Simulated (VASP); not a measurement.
Write the native input for VASP 6.6.1 that does the following.

```yaml
Task: single point
Functional: PBE
Potentials_or_basis: VASP PAW PBE potentials, release 64 (W_sv, S)
Cutoff: 520 eV
k_mesh: 12 × 12 × 2
Occupations: gaussian, width 0.02 eV
Spin: no spin polarisation
Dipole_correction: no
Further_INCAR_settings: ALGO = Normal; EDIFF = 1e-07; NBANDS = 20
```

The structure of WS2 lies in POSCAR:

```
WS2
1.0
    3.2283402655     -0.0447602400     -0.0367696139
   -1.6529336376      2.8629510099      0.0735249277
   -0.1957791746      0.3390115578     16.9365089104
W S
1 2
Direct
    0.3449075745      0.6724537923      0.0000000000
    0.6608795477      0.3350323983      0.9068608151
    0.6608795477      0.3258471394      0.0931391849
```

This cell differs from its parent crystal: strained and its atoms moved.

These files were run (other wordings do the same):

INCAR

```
SYSTEM = WS2
ALGO = Normal ; EDIFF = 1E-7
ENCUT = 520 ; GGA = PE
ISIF = 2 ; ISMEAR = 0
LASPH = .True. ; LCHARG = .False.
LREAL = .False. ; LWAVE = .False.
NBANDS = 20 ; NELM = 100
PREC = Accurate ; SIGMA = 0.02
```

KPOINTS

```
k-points
0
Gamma
  12 12 2
  0 0 0
```

Potentials or basis: VASP PAW PBE potentials, release 64 (W_sv, S).

The run is started by

```sh
$ cat potpaw_PBE.64/W_sv/POTCAR potpaw_PBE.64/S/POTCAR > POTCAR
$ mpirun -np 1 vasp_std > vasp.out
```

It gave:

The largest force is 0.796 eV/Å and the band gap on the k mesh is 1.52 eV (least direct gap 1.60 eV).

Caveat: the cell differs from its parent crystal (strained and its atoms moved); spin-orbit coupling is left out, which moves the levels of the heavy elements.

Run time: 3.7 min on 1 thread of Intel(R) Xeon(R) Platinum 8488C (Sapphire Rapids), on a shared host, peak memory 0.43 GiB.
